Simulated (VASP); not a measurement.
# SnO2: single point with PBE

The system is SnO2.

```
Sn O
1.0
     4.82719    0.00000    0.00000
     0.00000    4.82719    0.00000
     0.00000    0.00000    3.23815
Sn O
2 4
Direct
  0.50000 0.50000 0.50000
  0.00000 0.00000 0.00000
  0.19342 0.80658 0.50000
  0.80658 0.19342 0.50000
  0.30658 0.30658 0.00000
  0.69342 0.69342 0.00000
```

| Item | Value |
| --- | --- |
| Program | VASP 6.6.1 |
| Task | single point |
| Functional | PBE |
| Potentials or basis | VASP PAW PBE potentials, release 64 (Sn_d, O) |
| Cutoff | 520 eV |
| k mesh | 6 × 6 × 8 |
| Occupations | gaussian, width 0.02 eV |
| Spin | no spin polarisation |
| Dipole correction | no |
| Further INCAR settings | ALGO = Normal; EDIFF = 1e-07; NBANDS = 35 |

```yaml
Pressure: 0.6 GPa
Largest_force: 0.017 eV/Å
Band_gap_on_the_k_mesh: 0.67 eV
```

Forces in eV/Å, atoms in the order of the input:
```
Sn   0.000  0.000  0.000
Sn   0.000  0.000  0.000
O    0.012 -0.012  0.000
O   -0.012  0.012  0.000
O   -0.012 -0.012  0.000
O    0.012  0.012  0.000
```

Stress tensor (GPa, compression positive):
```
0.52 0.00 0.00
0.00 0.52 0.00
0.00 0.00 0.81
```

Levels at points of the mesh, in eV from the valence-band top:
```csv
k point,band 23,band 24,band 25,band 26,band 27,band 28,band 29,band 30
"(0.00, 0.00, 0.00)",-1.26,-0.74,-0.74,0.00,0.67,5.69,6.06,6.06
"(0.50, 0.00, 0.00)",-1.21,-1.21,-0.61,-0.61,3.88,3.88,6.81,6.81
"(0.50, 0.50, 0.00)",-1.33,-1.33,-0.85,-0.85,4.27,4.27,7.15,7.15
"(0.00, 0.00, 0.50)",-1.53,-1.53,-1.18,-1.18,5.59,5.59,9.36,9.36
"(0.50, 0.00, 0.50)",-1.02,-1.02,-0.75,-0.75,5.85,5.85,7.61,7.61
"(0.50, 0.50, 0.50)",-0.92,-0.92,-0.78,-0.78,4.35,4.35,8.61,8.61
```

It took 72 s on 1 thread of AMD EPYC 9R45 96-Core Processor (Zen 5), with other jobs on the host, peak memory 0.21 GiB.

Caveat: spin-orbit coupling is left out, which moves the levels of the heavy elements.
